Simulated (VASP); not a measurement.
Wanted: the native input for a VASP 6.6.1 run.

- Task: single point
- Functional: LDA
- Potentials or basis: VASP PAW LDA potentials, release 64 (Zn, Se)
- Cutoff: 520 eV
- k mesh: 8 × 8 × 6
- Occupations: gaussian, width 0.05 eV
- Spin: no spin polarisation
- Dipole correction: no
- Further INCAR settings: ALGO = Normal; EDIFF = 1e-06; NBANDS = 26

The structure of ZnSe lies in POSCAR:

```
ZnSe
1.0
    3.9198109590      0.0000000000      0.0000000000
    0.0000000000      3.9198109590      0.0000000000
    0.0000000000      0.0000000000      5.1733436024
Zn Se
2 2
Direct
    0.0000000000      0.0000000000      0.0000000000
    0.5000000000      0.5000000000      0.0000000000
    0.0000000000      0.5000000000      0.2608314992
    0.5000000000      0.0000000000      0.7391685008
```

This cell differs from its parent crystal: atoms shifted along a free coordinate.

One way to write it, as run:

INCAR

```
PREC = Accurate
ENCUT = 520
EDIFF = 1E-6
ISMEAR = 0
SIGMA = 0.05
LREAL = F
LASPH = T
NELM = 80
ALGO = Normal
ISIF = 2
LWAVE = F
LCHARG = F
NBANDS = 26
```

KPOINTS

```
regular mesh
0
Gamma
  8 8 6
```

Potentials or basis: VASP PAW LDA potentials, release 64 (Zn, Se).

Launch:

```sh
$ cat potpaw_LDA.64/Zn/POTCAR potpaw_LDA.64/Se/POTCAR > POTCAR
$ mpirun -np 1 vasp_std > vasp.out
```

Results of the run:

```yaml
Pressure: 9.5 GPa
Largest_force: 1.868 eV/Å
Band_gap_on_the_k_mesh: 1.32 eV
```

Caveat: the cell differs from its parent crystal (atoms shifted along a free coordinate); the cell stands under pressure; forces of over 1 eV/Å act on the atoms, so gaps and moduli don't describe the material at rest.

It took 46 s on 1 thread of AMD EPYC 9R45 96-Core Processor (Zen 5), on a shared host, peak memory 0.2 GiB.
